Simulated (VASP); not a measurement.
Set up this calculation in VASP 6.6.1, as the native input.

* Task: single point
* Functional: PBEsol
* Potentials or basis: VASP PAW PBE potentials, release 64 (Ta_pv, N)
* Cutoff: 520 eV
* k mesh: 18 × 18 × 10
* Occupations: gaussian, width 0.15 eV
* Spin: no spin polarisation
* Dipole correction: no
* Further INCAR settings: ALGO = Normal; EDIFF = 1e-06; NBANDS = 20

The structure of Ta2N lies in POSCAR:

```
Ta2N
1.0
    3.0261567978      0.0000000000      0.0000000000
   -1.5130783989      2.6207286627      0.0000000000
    0.0000000000      0.0000000000      5.1910693709
Ta N
2 1
Direct
    0.6666666667      0.3333333333      0.7463700642
    0.3333333333      0.6666666667      0.2536299358
    0.0000000000      0.0000000000      0.0000000000
```

These files were run (other wordings do the same):

INCAR

```
PREC = Accurate
ENCUT = 520
EDIFF = 1E-6
ISMEAR = 0
SIGMA = 0.15
LREAL = F
LASPH = T
NELM = 100
ALGO = Normal
ISIF = 2
LWAVE = F
LCHARG = T
GGA = PS
LELF = T
LVHAR = T
NBANDS = 20
```

KPOINTS

```
Automatic mesh
0
Gamma
  18 18 10
```

Potentials or basis: VASP PAW PBE potentials, release 64 (Ta_pv, N).

Launch:

```console
$ cat potpaw_PBE.64/Ta_pv/POTCAR potpaw_PBE.64/N/POTCAR > POTCAR
$ mpirun -np 1 vasp_std > vasp.out
```

Results of the run:

- Pressure: -9.6 GPa
- Largest force: 0.384 eV/Å
- Band gap on the k mesh: zero (an odd number of electrons rules out a gap without spin polarisation)

Caveat: the cell stands under tension; the PAW data sets were made with another functional, which shifts forces and pressure a little; spin-orbit coupling is left out, which moves the levels of the heavy elements.

Run time: 97 s on 1 thread of Intel(R) Xeon(R) 6975P-C (Granite Rapids), on a shared host, peak memory 0.35 GiB.
